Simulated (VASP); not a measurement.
# BeGa2 (I4_1/amd) in VASP: notebook

BeGa2 is run at these levels: PBE; tasks: single point, relaxation of cell and atoms.

Program: VASP 6.6.1. These are calculated values, not measurements. Logs are shortened: lines on timing, memory, paths and dates and some standing lists are left out, and cuts for length are marked.

### Step 1. The cell of the first run

Symmetry: I4_1/amd, No. 141, tetragonal system. The conventional cell has a = 2.768 Å, b = 2.768 Å, c = 22.792 Å, α = 90.00°, β = 90.00°, γ = 90.00°. Be (site symmetry -4m2) has 8 Ga at 2.56 Å and 4 Be at 2.77 Å within 3.4 Å. Within 3.4 Å of Ga (site symmetry 2mm) lie 4 Be at 2.56 Å and 7 Ga at 2.77 to 3.30 Å.

### Step 2. Single point, PBE

File INCAR:

```
SYSTEM = BeGa2
  PREC = Accurate
  ENCUT = 520
  EDIFF = 1E-6
  ISMEAR = 0
  SIGMA = 0.1
  LREAL = .FALSE.
  LASPH = .TRUE.
  NELM = 100
  ALGO = Normal
  ISIF = 2
  LWAVE = .FALSE.
  LCHARG = .FALSE.
  GGA = PE
  NBANDS = 37
```

File KPOINTS:

```
Automatic mesh
0
G
  6 6 6
  0 0 0
```

File POSCAR:

```
BeGa2
1.0
   -1.3837964371      1.3837964371     11.3957693200
    1.3837964371     -1.3837964371     11.3957693200
    1.3837964371      1.3837964371    -11.3957693200
Be Ga
2 4
Direct
    0.0000000000      0.0000000000      0.0000000000
    0.7500000000      0.2500000000      0.5000000000
    0.4276340093      0.4276340093      0.0000000000
    0.1776340093      0.6776340093      0.5000000000
    0.3223659907      0.8223659907      0.5000000000
    0.5723659907      0.5723659907      0.0000000000
```

Potentials or basis: VASP PAW PBE potentials, release 64 (Be, Ga_d).

Started as:

```console
$ cat potpaw_PBE.64/Be/POTCAR potpaw_PBE.64/Ga_d/POTCAR > POTCAR
$ mpirun -np 1 vasp_std > vasp.out
```

OUTCAR:

```text
SYSTEM = BeGa2
   PREC = Accurate
   ENCUT = 520
   EDIFF = 1E-6
   ISMEAR = 0
   LREAL = .FALSE.
   LASPH = .TRUE.
   NELM = 100
   ISIF = 2
   GGA = PE

 ion  position               nearest neighbor table
   1  0.000  0.000  0.000-   6 2.56   6 2.56   6 2.56   3 2.56   6 2.56   3 2.56   3 2.56   3 2.56

   2  0.750  0.250  0.500-   5 2.56   5 2.56   5 2.56   4 2.56   5 2.56   4 2.56   4 2.56   4 2.56

   3  0.428  0.428  0.000-   1 2.56   1 2.56   1 2.56   1 2.56   5 2.77   5 2.77
   4  0.178  0.678  0.500-   2 2.56   2 2.56   2 2.56   2 2.56   6 2.77   6 2.77
   5  0.322  0.822  0.500-   2 2.56   2 2.56   2 2.56   2 2.56   3 2.77   3 2.77
   6  0.572  0.572  0.000-   1 2.56   1 2.56   1 2.56   1 2.56   4 2.77   4 2.77

  LATTYP: Found a body centered tetragonal cell.
 ALAT       =     2.7675928742
 C/A-ratio  =     8.2351486205

  Lattice vectors:

 A1 = (  -1.3837964371,   1.3837964371,  11.3957693200)
 A2 = (   1.3837964371,  -1.3837964371,  11.3957693200)
 A3 = (   1.3837964371,   1.3837964371, -11.3957693200)

Analysis of symmetry for initial positions (statically):
=====================================================================
 Subroutine PRICEL returns:
 Original cell was already a primitive cell.

 Routine SETGRP: Setting up the symmetry group for a
 body centered tetragonal supercell.

 Subroutine GETGRP returns: Found 16 space group operations
 (whereof  8 operations were pure point group operations)
 out of a pool of 16 trial point group operations.

The static configuration has the point symmetry D_2d.
 The point group associated with its full space group is D_4h.

Analysis of symmetry for dynamics (positions and initial velocities):
=====================================================================
 Subroutine PRICEL returns:
 Original cell was already a primitive cell.

 Routine SETGRP: Setting up the symmetry group for a
 body centered tetragonal supercell.

 Subroutine GETGRP returns: Found 16 space group operations
 (whereof  8 operations were pure point group operations)
 out of a pool of 16 trial point group operations.

The dynamic configuration has the point symmetry D_2d.
 The point group associated with its full space group is D_4h.

 Subroutine INISYM returns: Found 16 space group operations
 (whereof  8 operations are pure point group operations),
 and found     1 'primitive' translations

----------------------------------------------------------------------------------------

                                     Primitive cell

  volume of cell :      87.2867

  direct lattice vectors                    reciprocal lattice vectors
    -1.383796437  1.383796437 11.395769320     0.000000000  0.361324821  0.043875932
     1.383796437 -1.383796437 11.395769320     0.361324821  0.000000000  0.043875932
     1.383796437  1.383796437-11.395769320     0.361324821  0.361324821  0.000000000

  length of vectors
    11.562583775 11.562583775 11.562583775     0.363979015  0.363979015  0.510990462

  position of ions in fractional coordinates (direct lattice)
     0.000000000  0.000000000  0.000000000
     0.750000000  0.250000000  0.500000000
     0.427634009  0.427634009  0.000000000
     0.177634009  0.677634009  0.500000000
     0.322365991  0.822365991  0.500000000
     0.572365991  0.572365991  0.000000000

  ion indices of the primitive-cell ions
   primitive index   ion index
                 1           1
                 2           2
                 3           3
                 4           4
                 5           5
                 6           6

----------------------------------------------------------------------------------------

 KPOINTS: Automatic mesh

Automatic generation of k-mesh.
 Grid dimensions read from file:
 generate k-points for:    6    6    6

 Generating k-lattice:

  Cartesian coordinates                     Fractional coordinates (reciprocal lattice)
     0.000000000  0.060220804  0.007312655     0.166666667  0.000000000  0.000000000
     0.060220804  0.000000000  0.007312655     0.000000000  0.166666667  0.000000000
     0.060220804  0.060220804  0.000000000     0.000000000  0.000000000  0.166666667

  Length of vectors
     0.060663169  0.060663169  0.085165077

  Shift w.r.t. Gamma in fractional coordinates (k-lattice)
     0.000000000  0.000000000  0.000000000

 Subroutine IBZKPT returns following result:
 ===========================================

 Found     30 irreducible k-points:

 Following reciprocal coordinates:
            Coordinates               Weight
  0.000000  0.000000  0.000000      1.000000
  0.166667  0.000000 -0.000000      8.000000
  0.333333  0.000000 -0.000000      8.000000
  0.500000  0.000000  0.000000      4.000000
  0.166667  0.166667  0.000000      8.000000
  0.333333  0.166667  0.000000     16.000000
[... 16 lines left out ...]
 -0.333333 -0.333333  0.166667      8.000000
 -0.166667 -0.333333  0.166667      8.000000
 [... further k-points ...]
   k-points           NKPTS =     30   k-points in BZ     NKDIM =     30   number of bands    NBANDS=     37
   number of dos      NEDOS =    301   number of ions     NIONS =      6
   total plane-waves  NPLWV = 729000
   dimension x,y,z NGX =    90 NGY =   90 NGZ =   90
   dimension x,y,z NGXF=   180 NGYF=  180 NGZF=  180
   ions per type =               2   4
   NGX,Y,Z   is equivalent  to a cutoff of  12.94, 12.94, 12.94 a.u.
   NGXF,Y,Z  is equivalent  to a cutoff of  25.88, 25.88, 25.88 a.u.
 SYSTEM =  BeGa2
   PREC   = accura    normal or accurate (medium, high low for compatibility)
   ISTART =      0    job   : 0-new  1-cont  2-samecut
   ICHARG =      2    charge: 1-file 2-atom 10-const
   ISPIN  =      1    spin polarized calculation?
   LNONCOLLINEAR =      F non collinear calculations
   LSORBIT =      F    spin-orbit coupling
   LASPH  =      T    aspherical Exc in radial PAW
   ENCUT  =  520.0 eV  38.22 Ry    6.18 a.u.  21.50 21.50 21.50*2*pi/ulx,y,z
   NELM   =    100;   NELMIN=  2; NELMDL= -5     # of ELM steps
   EDIFF  = 0.1E-05   stopping-criterion for ELM
   LREAL  =      F    real-space projection
   EDIFFG = 0.1E-04   stopping-criterion for IOM
   NSW    =      0    number of steps for IOM
   IBRION =     -1    ionic relax: 0-MD 1-quasi-New 2-CG
   NFREE  =      0    steps in history (QN), initial steepest desc. (CG)
   ISIF   =      2    stress and relaxation
   ISYM   =      2    0-nonsym 1-usesym 2-fastsym
   POTIM  = 0.5000    time-step for ionic-motion
   TEBEG  =    0.0;   TEEND  =   0.0 temperature during run
   PSTRESS=    0.0 pullay stress
   NELECT =      56.0000    total number of electrons
   NUPDOWN=      -1.0000    fix difference up-down
   EMIN   =  10.00;   EMAX   =-10.00  energy-range for DOS
   EFERMI =   0.00;   METHOD = LEGACY
   ISMEAR =     0;   SIGMA  =   0.10  broadening in eV -4-tet -1-fermi 0-gaus
   EFERMI_NEDOS =   21; number of points for ismear=-14 and -15
   IALGO  =     38    algorithm
   IMIX   =      4    mixing-type and parameters
     AMIX     =   0.40;   BMIX     =  1.00
     AMIX_MAG =   1.60;   BMIX_MAG =  1.00
  volume/ion in A,a.u.               =      14.55        98.17
  Fermi-wavevector in a.u.,A,eV,Ry     =   1.411957  2.668212 27.124884  1.993623
  Thomas-Fermi vector in A             =   2.533755
   LORBIT       =      0    0 simple, 1 ext, 2 COOP (PROOUT), +10 PAW based schemes
   GGA     = PE    functional components
   LHFCALC =     F    Hartree Fock is set to
   AEXX    =    0.0000 exact exchange contribution
   IVDW    =     0    specifies the selected vdW correction
   LEPSILON=     F    determine dielectric tensor
   LRPA    =     F    only Hartree local field effects (RPA)
 non-spin polarized calculation
 Gauss-broadening in eV      SIGMA  =   0.10
  energy-cutoff  :      520.00
  volume of cell :       87.29
 maximum number of plane-waves:      2382
 NGX is ok and might be reduce to    90
   NGX = 43   NGY = 43   NGZ = 43

 number of electron      56.0000023 magnetization

 Free energy of the ion-electron system (eV)
  ---------------------------------------------------
  ext. energy  EPLUGINS =         0.00000000
  ---------------------------------------------------
  free energy    TOTEN  =       -18.21913465 eV

  energy without entropy =      -18.21406479  energy(sigma->0) =      -18.21659972

 E-fermi :   6.5548     XC(G=0): -11.1777

 val. band max:        6.5304190181   @ k =  -0.3333   0.3333   0.0000
 cond. band min:       6.5780412355   @ k =   0.1667   0.1667   0.1667
 fundamental gap:      0.0476222174
 Fermi energy:         6.5548289269

 k-point     1 :       0.0000    0.0000    0.0000
  band No.  band energies     occupation
      1      -8.9043      2.00000
      2      -8.9035      2.00000
      3      -8.9016      2.00000
      4      -8.8995      2.00000
      5      -8.7423      2.00000
      6      -8.7347      2.00000
[... 29 lines left out ...]
     36      15.3540      0.00000
     37      15.3541      0.00000

 k-point     2 :       0.1667    0.0000   -0.0000
  band No.  band energies     occupation
      1      -8.8717      2.00000
      2      -8.8666      2.00000
      3      -8.8360      2.00000
      4      -8.8259      2.00000
      5      -8.7303      2.00000
      6      -8.7144      2.00000
[... 29 lines left out ...]
     36      15.3055      0.00000
     37      15.7059      0.00000

 k-point     3 :       0.3333    0.0000   -0.0000
  band No.  band energies     occupation
      1      -8.8358      2.00000
      2      -8.8256      2.00000
      3      -8.7997      2.00000
      4      -8.7478      2.00000
      5      -8.7331      2.00000
      6      -8.7216      2.00000
[... 29 lines left out ...]
     36      13.7731      0.00000
     37      15.5647      0.00000

 k-point     4 :       0.5000    0.0000    0.0000
  band No.  band energies     occupation
      1      -8.8344      2.00000
      2      -8.8292      2.00000
      3      -8.8163      2.00000
      4      -8.7777      2.00000
      5      -8.7282      2.00000
      6      -8.7136      2.00000
[... 29 lines left out ...]
     36      15.0332      0.00000
     37      15.0442      0.00000
[... 683 lines left out ...]
      1      -8.8366      2.00000
      2      -8.8235      2.00000
      3      -8.8023      2.00000
      4      -8.7475      2.00000
      5      -8.7346      2.00000
      6      -8.7158      2.00000
[... 29 lines left out ...]
     36      13.8277      0.00000
     37      14.6372      0.00000

 k-point    23 :      -0.3333   -0.3333    0.1667
  band No.  band energies     occupation
      1      -8.7904      2.00000
      2      -8.7886      2.00000
      3      -8.7768      2.00000
      4      -8.7760      2.00000
      5      -8.6998      2.00000
      6      -8.6962      2.00000
[... 29 lines left out ...]
     36      12.6624      0.00000
     37      14.1310      0.00000

 k-point    24 :      -0.1667   -0.3333    0.1667
  band No.  band energies     occupation
      1      -8.8733      2.00000
      2      -8.8647      2.00000
      3      -8.8365      2.00000
      4      -8.8253      2.00000
      5      -8.7355      2.00000
      6      -8.7059      2.00000
[... 29 lines left out ...]
     36      15.3100      0.00000
     37      16.0749      0.00000

 [... further k-points ...]

------------------------ aborting loop because EDIFF is reached ----------------------------------------

  FORCE on cell =-STRESS in cart. coord.  units (eV):
  Direction    XX          YY          ZZ          XY          YZ          ZX
  --------------------------------------------------------------------------------------
  -------------------------------------------------------------------------------------
  Total        0.0638157      0.0638157     -0.0405081      0.0000000     -0.0000000      0.0000000
  in kB        1.1713583      1.1713583     -0.7435401      0.0000000     -0.0000000      0.0000000
  external PRESSURE =       0.5330588 kB  Pullay stress =       0.0000000 kB

 VOLUME and BASIS-vectors are now :
 -----------------------------------------------------------------------------
  energy-cutoff  :      520.00
  volume of cell :       87.29
      direct lattice vectors                 reciprocal lattice vectors
    -1.383796437  1.383796437 11.395769320     0.000000000  0.361324821  0.043875932
     1.383796437 -1.383796437 11.395769320     0.361324821  0.000000000  0.043875932
     1.383796437  1.383796437-11.395769320     0.361324821  0.361324821  0.000000000

 POSITION                                       TOTAL-FORCE (eV/Angst)
 -----------------------------------------------------------------------------------
      0.00000      0.00000      0.00000         0.000000     -0.000000      0.000000
      0.00000      1.38380      5.69788        -0.000000      0.000000      0.000000
      0.00000      0.00000      9.74644         0.000000      0.000000      0.002239
      1.38380      0.00000      4.04855        -0.000000     -0.000000      0.002239
      1.38380      0.00000      7.34722        -0.000000     -0.000000     -0.002239
      0.00000      0.00000     13.04510         0.000000      0.000000     -0.002239
 -----------------------------------------------------------------------------------
    total drift:                               -0.000000     -0.000000      0.000000

  FREE ENERGIE OF THE ION-ELECTRON SYSTEM (eV)
  ---------------------------------------------------
  free  energy   TOTEN  =       -18.2191346531 eV

  energy  without entropy=      -18.2140647912  energy(sigma->0) =      -18.21659972
```

Run time: 14 min. Hardware: 1 thread of Intel Xeon 6975P-C (Granite Rapids), shared host; peak memory 1.2 GiB.

What came out:

```
Free energy            : -18.2191 eV
Pressure               : 0.1 GPa
Band gap on the k mesh : zero (bands 28 and 29 overlap by 6.69 eV)
```

Forces in eV/Å, atoms in the order of the input:
```
Be   0.000  0.000  0.000
Be   0.000  0.000  0.000
Ga   0.000  0.000  0.002
Ga   0.000  0.000  0.002
Ga   0.000  0.000 -0.002
Ga   0.000  0.000 -0.002
```

Levels at points of the mesh, in eV from the Fermi level:
```
           k point  band 24  band 25  band 26  band 27  band 28  band 29  band 30  band 31  band 32  band 33
(0.00, 0.00, 0.00)    -8.14    -6.26    -2.35    -0.32     4.86     5.21     5.21     5.23     5.23     8.21
(0.50, 0.00, 0.00)    -5.91    -5.10    -5.07    -3.79    -3.52    -1.72     0.05     2.02     2.24     5.31
(0.50, 0.50, 0.00)    -2.94    -1.93    -1.93    -1.15    -1.15    -0.31    -0.31     0.89     0.89     1.30
(0.50, 0.50, 0.50)    -9.40    -4.50    -4.50     2.27     2.27     5.03     5.03     5.46     5.46     7.97
```

Caveat: the k points lie up to 0.38 Å⁻¹ apart, too coarse for converged energies and pressures of a metal.

[end of part 1 of 2]
